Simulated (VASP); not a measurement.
Crystal: As.

```
CELL_PARAMETERS angstrom
2.70368 0.00000 0.00000
0.00000 2.70368 0.00000
0.00000 0.00000 2.70368
ATOMIC_POSITIONS crystal
As 0.50000 0.50000 0.50000
```

- Program: VASP 6.6.1
- Task: relaxation of cell and atoms
- Functional: LDA
- Potentials or basis: VASP PAW LDA potentials, release 64 (As)
- Cutoff: 600 eV
- k mesh: 9 × 9 × 9
- Occupations: methfessel-paxton, width 0.1 eV
- Spin: no spin polarisation

At the start: pressure -3.1 GPa; volume 19.76 Å³/atom.

Q: Where does the relaxation end?

A: Over 3 steps the energy falls by 7.5 meV/atom and the volume is 19.03 Å³/atom (-3.7 %); space group Pm-3m (No. 221, to 0.05 Å).

Step by step:
| step | energy change (eV) | largest force (eV/Å) | pressure (GPa) | volume (Å³) |
| --- | --- | --- | --- | --- |
| 1 | 0.0000 | 0.0000 | -3.12 | 19.76 |
| 2 | -0.0056 | 0.0000 | 1.79 | 18.68 |
| 3 | -0.0075 | 0.0000 | -0.04 | 19.03 |

Final structure:
```yaml
crystal:
  lattice:
    - [2.66968, 0.00000, 0.00000]
    - [0.00000, 2.66968, 0.00000]
    - [0.00000, 0.00000, 2.66968]
  atoms:
    - { symbol: As, position: [0.50000, 0.50000, 0.50000] }
```
